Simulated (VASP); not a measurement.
# Sc2Mo (P6/mmm) in VASP: further runs

Runs on Sc2Mo. Level: PBE. Tasks: single point, relaxation of cell and atoms.

All numbers are computed with VASP 6.6.1; they aren't measurements. Logs are shortened: lines on timing, memory, paths and dates and some standing lists are left out, and cuts for length are marked.

### 1 The cell of the first run

The structure is hexagonal, space group P6/mmm (No. 191). The conventional cell has a = 4.453 Å, b = 4.453 Å, c = 3.154 Å, α = 90.00°, β = 90.00°, γ = 120.00°. Sc (site symmetry -6m2) has 5 Sc at 2.57 to 3.15 Å and 6 Mo at 3.02 Å within 3.4 Å. Within 4.0 Å of Mo (site symmetry 6/mmm) lie 12 Sc at 3.02 Å and 2 Mo at 3.15 Å.

The cell was generated, and may not be a known phase.

### 2 Single point, PBE

Input file INCAR:

```
SYSTEM = Sc2Mo
PREC = Accurate
ENCUT = 520
EDIFF = 1E-6
ISMEAR = 0
SIGMA = 0.1
LREAL = .FALSE.
LASPH = .TRUE.
NELM = 60
ALGO = Normal
ISIF = 2
LWAVE = .FALSE.
LCHARG = .FALSE.
GGA = PE
NBANDS = 25
```

Input file KPOINTS:

```
Automatic mesh
0
G
  6 6 6
  0 0 0
```

Input file POSCAR:

```
Sc2Mo
1.0
    4.4528879900      0.0000000000      0.0000000000
   -2.2264439900      3.8563141200      0.0000000000
    0.0000000000      0.0000000000      3.1538962700
Sc Mo
2 1
Direct
    0.6666666700      0.3333333300      0.5000000000
    0.3333333300      0.6666666700      0.5000000000
    0.0000000000      0.0000000000      0.0000000000
```

Potentials or basis: VASP PAW PBE potentials, release 64 (Sc_sv, Mo_sv).

The run is started by

```
cat potpaw_PBE.64/Sc_sv/POTCAR potpaw_PBE.64/Mo_sv/POTCAR > POTCAR
mpirun -np 1 vasp_std > vasp.out
```

OUTCAR:

```text
SYSTEM = Sc2Mo
   PREC = Accurate
   ENCUT = 520
   EDIFF = 1E-6
   ISMEAR = 0
   LREAL = .FALSE.
   LASPH = .TRUE.
   NELM = 60
   ISIF = 2
   GGA = PE

 ion  position               nearest neighbor table
   1  0.667  0.333  0.500-   2 2.57   2 2.57   2 2.57   3 3.02   3 3.02   3 3.02   3 3.02   3 3.02
                             3 3.02
   2  0.333  0.667  0.500-   1 2.57   1 2.57   1 2.57   3 3.02   3 3.02   3 3.02   3 3.02   3 3.02
                             3 3.02
   3  0.000  0.000  0.000-   1 3.02   2 3.02   1 3.02   2 3.02   2 3.02   2 3.02   1 3.02   1 3.02
                             1 3.02   1 3.02   2 3.02   2 3.02

  LATTYP: Found a hexagonal cell.
 ALAT       =     4.4528879900
 C/A-ratio  =     0.7082810700

  Lattice vectors:

 A1 = (   4.4528879900,   0.0000000000,   0.0000000000)
 A2 = (  -2.2264439900,   3.8563141200,   0.0000000000)
 A3 = (   0.0000000000,   0.0000000000,   3.1538962700)

Analysis of symmetry for initial positions (statically):
=====================================================================
 Subroutine PRICEL returns:
 Original cell was already a primitive cell.

 Routine SETGRP: Setting up the symmetry group for a
 hexagonal supercell.

 Subroutine GETGRP returns: Found 24 space group operations
 (whereof 24 operations were pure point group operations)
 out of a pool of 24 trial point group operations.

The static configuration has the point symmetry D_6h.

Analysis of symmetry for dynamics (positions and initial velocities):
=====================================================================
 Subroutine PRICEL returns:
 Original cell was already a primitive cell.

 Routine SETGRP: Setting up the symmetry group for a
 hexagonal supercell.

 Subroutine GETGRP returns: Found 24 space group operations
 (whereof 24 operations were pure point group operations)
 out of a pool of 24 trial point group operations.

The dynamic configuration has the point symmetry D_6h.

 Subroutine INISYM returns: Found 24 space group operations
 (whereof 24 operations are pure point group operations),
 and found     1 'primitive' translations

----------------------------------------------------------------------------------------

                                     Primitive cell

  volume of cell :      54.1579

  direct lattice vectors                    reciprocal lattice vectors
     4.452887990  0.000000000  0.000000000     0.224573356  0.129657487  0.000000000
    -2.226443990  3.856314120  0.000000000     0.000000000  0.259314975  0.000000000
     0.000000000  0.000000000  3.153896270     0.000000000  0.000000000  0.317068132

  length of vectors
     4.452887990  4.452887988  3.153896270     0.259314975  0.259314975  0.317068132

  position of ions in fractional coordinates (direct lattice)
     0.666666670  0.333333330  0.500000000
     0.333333330  0.666666670  0.500000000
     0.000000000  0.000000000  0.000000000

  ion indices of the primitive-cell ions
   primitive index   ion index
                 1           1
                 2           2
                 3           3

----------------------------------------------------------------------------------------

 KPOINTS: Automatic mesh

Automatic generation of k-mesh.
 Grid dimensions read from file:
 generate k-points for:    6    6    6

 Generating k-lattice:

  Cartesian coordinates                     Fractional coordinates (reciprocal lattice)
     0.037428893  0.021609581  0.000000000     0.166666667 -0.000000000  0.000000000
     0.000000000  0.043219163  0.000000000     0.000000000  0.166666667  0.000000000
     0.000000000  0.000000000  0.052844689     0.000000000  0.000000000  0.166666667

  Length of vectors
     0.043219162  0.043219163  0.052844689

  Shift w.r.t. Gamma in fractional coordinates (k-lattice)
     0.000000000  0.000000000  0.000000000

 Subroutine IBZKPT returns following result:
 ===========================================

 Found     28 irreducible k-points:

 Following reciprocal coordinates:
            Coordinates               Weight
  0.000000  0.000000  0.000000      1.000000
  0.166667 -0.000000  0.000000      6.000000
  0.333333 -0.000000  0.000000      6.000000
  0.500000 -0.000000  0.000000      3.000000
  0.166667  0.166667  0.000000      6.000000
  0.333333  0.166667  0.000000     12.000000
[... 16 lines left out ...]
  0.166667 -0.000000  0.500000      6.000000
  0.333333 -0.000000  0.500000      6.000000
 [... further k-points ...]
   k-points           NKPTS =     28   k-points in BZ     NKDIM =     28   number of bands    NBANDS=     25
   number of dos      NEDOS =    301   number of ions     NIONS =      3
   total plane-waves  NPLWV =  31104
   dimension x,y,z NGX =    36 NGY =   36 NGZ =   24
   dimension x,y,z NGXF=    72 NGYF=   72 NGZF=   48
   ions per type =               2   1
   NGX,Y,Z   is equivalent  to a cutoff of  13.44, 13.44, 12.65 a.u.
   NGXF,Y,Z  is equivalent  to a cutoff of  26.88, 26.88, 25.30 a.u.
 SYSTEM =  Sc2Mo
   PREC   = accura    normal or accurate (medium, high low for compatibility)
   ISTART =      0    job   : 0-new  1-cont  2-samecut
   ICHARG =      2    charge: 1-file 2-atom 10-const
   ISPIN  =      1    spin polarized calculation?
   LNONCOLLINEAR =      F non collinear calculations
   LSORBIT =      F    spin-orbit coupling
   LASPH  =      T    aspherical Exc in radial PAW
   ENCUT  =  520.0 eV  38.22 Ry    6.18 a.u.   8.28  8.28  5.86*2*pi/ulx,y,z
   NELM   =     60;   NELMIN=  2; NELMDL= -5     # of ELM steps
   EDIFF  = 0.1E-05   stopping-criterion for ELM
   LREAL  =      F    real-space projection
   EDIFFG = 0.1E-04   stopping-criterion for IOM
   NSW    =      0    number of steps for IOM
   IBRION =     -1    ionic relax: 0-MD 1-quasi-New 2-CG
   NFREE  =      0    steps in history (QN), initial steepest desc. (CG)
   ISIF   =      2    stress and relaxation
   ISYM   =      2    0-nonsym 1-usesym 2-fastsym
   POTIM  = 0.5000    time-step for ionic-motion
   TEBEG  =    0.0;   TEEND  =   0.0 temperature during run
   PSTRESS=    0.0 pullay stress
   NELECT =      36.0000    total number of electrons
   NUPDOWN=      -1.0000    fix difference up-down
   EMIN   =  10.00;   EMAX   =-10.00  energy-range for DOS
   EFERMI =   0.00;   METHOD = LEGACY
   ISMEAR =     0;   SIGMA  =   0.10  broadening in eV -4-tet -1-fermi 0-gaus
   EFERMI_NEDOS =   21; number of points for ismear=-14 and -15
   IALGO  =     38    algorithm
   IMIX   =      4    mixing-type and parameters
     AMIX     =   0.40;   BMIX     =  1.00
     AMIX_MAG =   1.60;   BMIX_MAG =  1.00
  volume/ion in A,a.u.               =      18.05       121.83
  Fermi-wavevector in a.u.,A,eV,Ry     =   1.428746  2.699939 27.773793  2.041316
  Thomas-Fermi vector in A             =   2.548775
   LORBIT       =      0    0 simple, 1 ext, 2 COOP (PROOUT), +10 PAW based schemes
   GGA     = PE    functional components
   LHFCALC =     F    Hartree Fock is set to
   AEXX    =    0.0000 exact exchange contribution
   IVDW    =     0    specifies the selected vdW correction
   LEPSILON=     F    determine dielectric tensor
   LRPA    =     F    only Hartree local field effects (RPA)
 non-spin polarized calculation
 Gauss-broadening in eV      SIGMA  =   0.10
  energy-cutoff  :      520.00
  volume of cell :       54.16
 maximum number of plane-waves:      1476
 NGX is ok and might be reduce to    36
   NGX = 17   NGY = 17   NGZ = 11

 number of electron      36.0000008 magnetization

 Free energy of the ion-electron system (eV)
  ---------------------------------------------------
  ext. energy  EPLUGINS =         0.00000000
  ---------------------------------------------------
  free energy    TOTEN  =       -21.97375423 eV

  energy without entropy =      -21.95307578  energy(sigma->0) =      -21.96341501

 E-fermi :   6.9964     XC(G=0): -11.6509

 val. band max:        6.9755294663   @ k =   0.5000  -0.0000   0.3333
 cond. band min:       7.0563487152   @ k =   0.3333   0.1667   0.0000
 fundamental gap:      0.0808192489
 Fermi energy:         6.9963892546

 k-point     1 :       0.0000    0.0000    0.0000
  band No.  band energies     occupation
      1     -53.2468      2.00000
      2     -41.9667      2.00000
      3     -41.5509      2.00000
      4     -27.3625      2.00000
      5     -27.3625      2.00000
      6     -27.1798      2.00000
[... 17 lines left out ...]
     24       9.2682      0.00000
     25       9.2796      0.00000

 k-point     2 :       0.1667   -0.0000    0.0000
  band No.  band energies     occupation
      1     -53.2467      2.00000
      2     -41.9432      2.00000
      3     -41.5762      2.00000
      4     -27.3640      2.00000
      5     -27.3625      2.00000
      6     -27.1792      2.00000
[... 17 lines left out ...]
     24       9.4992      0.00000
     25       9.6822      0.00000

 k-point     3 :       0.3333   -0.0000    0.0000
  band No.  band energies     occupation
      1     -53.2464      2.00000
      2     -41.8820      2.00000
      3     -41.6411      2.00000
      4     -27.3670      2.00000
      5     -27.3619      2.00000
      6     -27.1779      2.00000
[... 17 lines left out ...]
     24       9.8839      0.00000
     25      10.0548      0.00000

 k-point     4 :       0.5000   -0.0000    0.0000
  band No.  band energies     occupation
      1     -53.2463      2.00000
      2     -41.8324      2.00000
      3     -41.6926      2.00000
      4     -27.3685      2.00000
      5     -27.3612      2.00000
      6     -27.1773      2.00000
[... 17 lines left out ...]
     24       9.5396      0.00000
     25      10.4817      0.00000
[... 477 lines left out ...]
 k-point    22 :       0.0000    0.0000    0.5000
  band No.  band energies     occupation
      1     -53.2270      2.00000
      2     -41.9348      2.00000
      3     -41.5228      2.00000
      4     -27.4199      2.00000
      5     -27.3300      2.00000
      6     -27.3300      2.00000
[... 17 lines left out ...]
     24      10.7982      0.00000
     25      11.0205      0.00000

 k-point    23 :       0.1667   -0.0000    0.5000
  band No.  band energies     occupation
      1     -53.2269      2.00000
      2     -41.9110      2.00000
      3     -41.5478      2.00000
      4     -27.4224      2.00000
      5     -27.3336      2.00000
      6     -27.3306      2.00000
[... 17 lines left out ...]
     24      11.0192      0.00000
     25      11.2590      0.00000

 k-point    24 :       0.3333   -0.0000    0.5000
  band No.  band energies     occupation
      1     -53.2268      2.00000
      2     -41.8494      2.00000
      3     -41.6118      2.00000
      4     -27.4276      2.00000
      5     -27.3407      2.00000
      6     -27.3317      2.00000
[... 17 lines left out ...]
     24      10.4276      0.00000
     25      11.5022      0.00000

 [... further k-points ...]

------------------------ aborting loop because EDIFF is reached ----------------------------------------

  FORCE on cell =-STRESS in cart. coord.  units (eV):
  Direction    XX          YY          ZZ          XY          YZ          ZX
  --------------------------------------------------------------------------------------
  -------------------------------------------------------------------------------------
  Total        5.9250344      5.9250344     -3.0767298      0.0000000     -0.0000000      0.0000000
  in kB      175.2830341    175.2830342    -91.0203216      0.0000002     -0.0000000      0.0000000
  external PRESSURE =      86.5152489 kB  Pullay stress =       0.0000000 kB

 VOLUME and BASIS-vectors are now :
 -----------------------------------------------------------------------------
  energy-cutoff  :      520.00
  volume of cell :       54.16
      direct lattice vectors                 reciprocal lattice vectors
     4.452887990  0.000000000  0.000000000     0.224573356  0.129657487  0.000000000
    -2.226443990  3.856314120  0.000000000     0.000000000  0.259314975  0.000000000
     0.000000000  0.000000000  3.153896270     0.000000000  0.000000000  0.317068132

 POSITION                                       TOTAL-FORCE (eV/Angst)
 -----------------------------------------------------------------------------------
      2.22644      1.28544      1.57695        -0.000000      0.000000      0.000000
     -0.00000      2.57088      1.57695         0.000000     -0.000000      0.000000
      0.00000      0.00000      0.00000         0.000000      0.000000      0.000000
 -----------------------------------------------------------------------------------
    total drift:                               -0.000000      0.000000      0.000000

  FREE ENERGIE OF THE ION-ELECTRON SYSTEM (eV)
  ---------------------------------------------------
  free  energy   TOTEN  =       -21.9737542344 eV

  energy  without entropy=      -21.9530757768  energy(sigma->0) =      -21.96341501
```

Wall time 33 s (1 thread of Oxide Virtual Turin-like, shared host); peak memory 0.16 GiB.

What came out:

| Quantity | Value |
| --- | --- |
| Free energy | -21.9738 eV |
| Pressure | 8.7 GPa |
| Band gap on the k mesh | zero (bands 18 and 19 overlap by 0.64 eV) |

Caveat: the stress differs along the axes, from -9 to 18 GPa.

[end of part 1 of 2]

The gap in the log of VASP goes by the Fermi energy; the results here count the filled bands.